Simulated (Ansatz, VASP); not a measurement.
# InSe in VASP and in Ansatz

```
CELL_PARAMETERS angstrom
2.06000 1.18934 8.31667
-2.06000 1.18934 8.31667
0.00000 -2.37868 8.31667
ATOMIC_POSITIONS crystal
In 0.00000 0.00000 0.00000
In 0.11220 0.11220 0.11220
Se 0.61550 0.61550 0.61550
Se 0.83000 0.83000 0.83000
```

Change from the starting cell: equal xx and yy strain of +3 %.

Alike in both runs: task single point; functional PBEsol; k mesh 7 × 7 × 7; occupations fermi-dirac, width 0.01 eV; no spin polarisation.

|  | VASP | Ansatz |
| --- | --- | --- |
| version | VASP 6.6.1 | Ansatz 0.2.0 |
| potentials or method | VASP PAW PBE potentials, release 64 (In_d, Se), cutoff 520 eV | all-electron LAPW, scalar-relativistic |

Ansatz gave:

| Item | Value |
| --- | --- |
| gap on the k mesh at the Fermi level (eV) | 0.49 |
| pressure (GPa) | -2.5 |
| traceless stress, the component that is largest in VASP (GPa) | 0.88 |
| rms of the force components (eV/Å) | 0.186 |

Which values does VASP return?

gap on the k mesh at the Fermi level (eV): 0.48; pressure (GPa): -2.4; traceless stress, the component that is largest in VASP (GPa): 0.87; rms of the force components (eV/Å): 0.177.

VASP's potentials were made for PBE, not for PBEsol. Atom by atom the forces differ by 0.009 eV/Å (rms over components). Ansatz ran all-electron here, and VASP with PAW potentials.
